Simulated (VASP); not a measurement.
## Te: single point with PBEsol

Crystal: Te.

```
Te
1.0
     1.89118    1.89118    1.89118
    -1.89118    1.89118    1.89118
    -1.89118   -1.89118    1.89118
Te
1
Direct
  0.00000 0.00000 0.00000
```

```json
{
  "Program": "VASP 6.6.1",
  "Task": "single point",
  "Functional": "PBEsol",
  "Potentials or basis": "VASP PAW PBE potentials, release 64 (Te)",
  "Cutoff": "520 eV",
  "k mesh": "9 × 9 × 9",
  "Occupations": "fermi-dirac, width 0.02 eV",
  "Spin": "no spin polarisation"
}
```

```json
{
 "Pressure": "0.6 GPa",
 "Band gap on the k mesh": "zero (band 3 reaches 11.70 eV, above the bottom of band 4 at 5.43 eV)"
}
```

Levels at points of the mesh, in eV from the Fermi level:
| k point | band 1 | band 2 | band 3 | band 4 | band 5 | band 6 | band 7 | band 8 |
| --- | --- | --- | --- | --- | --- | --- | --- | --- |
| (0.00, 0.00, 0.00) | -14.17 | 3.39 | 3.39 | 3.39 | 10.14 | 10.14 | 10.14 | 10.48 |

Run time: 5 s on 1 thread of Intel Xeon 6975P-C, with other jobs on the host, peak memory 0.14 GiB.

Caveat: the PAW data sets were made with another functional, which shifts forces and pressure a little; spin-orbit coupling is left out, which moves the levels of the heavy elements.
